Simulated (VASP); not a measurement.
A run of VASP 6.6.1:

File INCAR:

```
ALGO = Normal
DIPOL = 0.5 0.5 0.402
EDIFF = 1E-7
ENCUT = 520
GGA = PE
IDIPOL = 3
ISIF = 2
ISMEAR = 0
IVDW = 12
LASPH = T
LCHARG = F
LDIPOL = T
LREAL = F
LWAVE = F
NBANDS = 35
NELM = 80
PREC = Accurate
SIGMA = 0.05
```

Contents of KPOINTS:

```
k-points
0
Gamma
  9 9 1
```

The input POSCAR:

```
WS2
1.0
    3.1595457497      0.0000000000      0.0000000000
   -1.5797728749      2.7362468836      0.0000000000
    0.0000000000      0.0000000000     23.8042575719
S W
4 2
Direct
    0.3333333333      0.6666666667      0.1890418126
    0.3333333333      0.6666666667      0.3214605103
    0.3333333333      0.8333333333      0.4827761904
    0.3333333333      0.8333333333      0.6151948880
    0.6666666667      0.3333333333      0.2552511581
    0.0000000000      1.1666666667      0.5489855359
```

Potentials or basis: VASP PAW PBE potentials, release 64 (S, W_sv).

Run with:

```console
$ cat potpaw_PBE.64/S/POTCAR potpaw_PBE.64/W_sv/POTCAR > POTCAR
$ mpirun -np 1 vasp_std > vasp.out
```

Hardware: 1 thread of Intel(R) Xeon(R) Platinum 8375C CPU @ 2.90GHz (Ice Lake), with other jobs on the host.

Task: How long does it take, and how much memory?

Result: Run time: 9.7 min on 1 thread of Intel(R) Xeon(R) Platinum 8375C CPU @ 2.90GHz (Ice Lake) (shared host), peak memory 0.44 GiB. Counts: scf iterations 25, k points 41.
